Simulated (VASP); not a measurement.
Sb: single point with PBE

Sb, a slab with vacuum:

```
Sb
1.0
     3.38884    0.00000    0.00000
    -1.69442    2.93482    0.00000
     0.00000    0.00000   27.06790
Sb
5
Direct
  0.83333 0.16667 0.29555
  0.16667 0.83333 0.39778
  0.50000 0.50000 0.50000
  0.83333 0.16667 0.60222
  0.16667 0.83333 0.70445
```

```
Program                : VASP 6.6.1
Task                   : single point
Functional             : PBE
Potentials or basis    : VASP PAW PBE potentials, release 64 (Sb)
Cutoff                 : 520 eV
k mesh                 : 11 × 11 × 1
Occupations            : fermi-dirac, width 0.1 eV
Spin                   : no spin polarisation
Dipole correction      : yes
Further INCAR settings : ALGO = Normal; EDIFF = 1e-06; NBANDS = 20
```

```
Largest force : 0.272 eV/Å
```

Forces on the atoms (eV/Å):
```
Sb   0.000  0.000  0.272
Sb   0.000  0.000 -0.267
Sb   0.000  0.000  0.000
Sb   0.000  0.000  0.267
Sb   0.000  0.000 -0.272
```

Levels at points of the mesh, in eV from the Fermi level:
```
           k point  band 10  band 11  band 12  band 13  band 14  band 15
(0.00, 0.00, 0.00)     2.93     3.57     3.57     3.81     3.85     3.85
```

Wall time 4.2 min on 1 thread of Intel Xeon 8259CL (shared host), peak memory 0.42 GiB.

Caveat: spin-orbit coupling is left out, which moves the levels of the heavy elements.
